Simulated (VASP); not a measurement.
A run of VASP 6.6.1 is set up as follows.

Contents of POSCAR:

```
Si
1.0
    4.5351018798     -2.4185112239      0.0000000000
    4.5351018798      2.4185112239      0.0000000000
    0.0000000000      0.0000000000      5.2140184106
Si
8
Direct
    0.4999882949      0.5000117051      0.7708469308
    0.5000117051      0.4999882949      0.2291530692
    0.0000117051      0.9999882949      0.2708469308
    0.9999882949      0.0000117051      0.7291530692
    0.7251470617      0.7251470617      0.5000000000
    0.2251470617      0.2251470617      0.0000000000
    0.2748529383      0.2748529383      0.5000000000
    0.7748529383      0.7748529383      0.0000000000
```

INCAR.step1

```
SYSTEM = Si
PREC = Accurate
ENCUT = 520
ISMEAR = 0
SIGMA = 0.15
LREAL = .FALSE.
LASPH = .TRUE.
NELM = 80
NBANDS = 26
GGA = PE
ALGO = Normal
EDIFF = 1E-4
LWAVE = .TRUE.
LCHARG = .FALSE.
```

The input INCAR.step2:

```
SYSTEM = Si
PREC = Accurate
ENCUT = 520
EDIFF = 1E-6
ISMEAR = 0
SIGMA = 0.15
LREAL = .FALSE.
LASPH = .TRUE.
NELM = 80
ALGO = Normal
ISIF = 2
LWAVE = .FALSE.
LCHARG = .TRUE.
METAGGA = R2SCAN
LMIXTAU = .TRUE.
LELF = .TRUE.
LVHAR = .TRUE.
NBANDS = 26
ISTART = 1
```

File KPOINTS:

```
regular mesh
0
G
  10 10 8
  0 0 0
```

Potentials or basis: VASP PAW PBE potentials, release 64 (Si).

Launch:

```sh
$ cat potpaw_PBE.64/Si/POTCAR > POTCAR
$ cp INCAR.step1 INCAR
$ mpirun -np 1 vasp_std > vasp.out
$ cp INCAR.step2 INCAR
$ mpirun -np 1 vasp_std > vasp.out
```

**Question.** Estimate the pressure.

**Answer.** 7.5 GPa.

**Question.** Predict the largest force.

**Answer.** 0.138 eV/Å.

**Question.** Estimate the band gap on the k mesh.

**Answer.** Zero (band 16 reaches 11.23 eV, above the bottom of band 17 at 8.04 eV).

Stress tensor (GPa, compression positive):
```
7.16 0.00 0.00
0.00 6.47 0.00
0.00 0.00 8.92
```

Caveat: the cell differs from its parent crystal (strain -0.015 along x and y, -0.030 along z); the PAW data sets were made with another functional, which shifts forces and pressure a little.
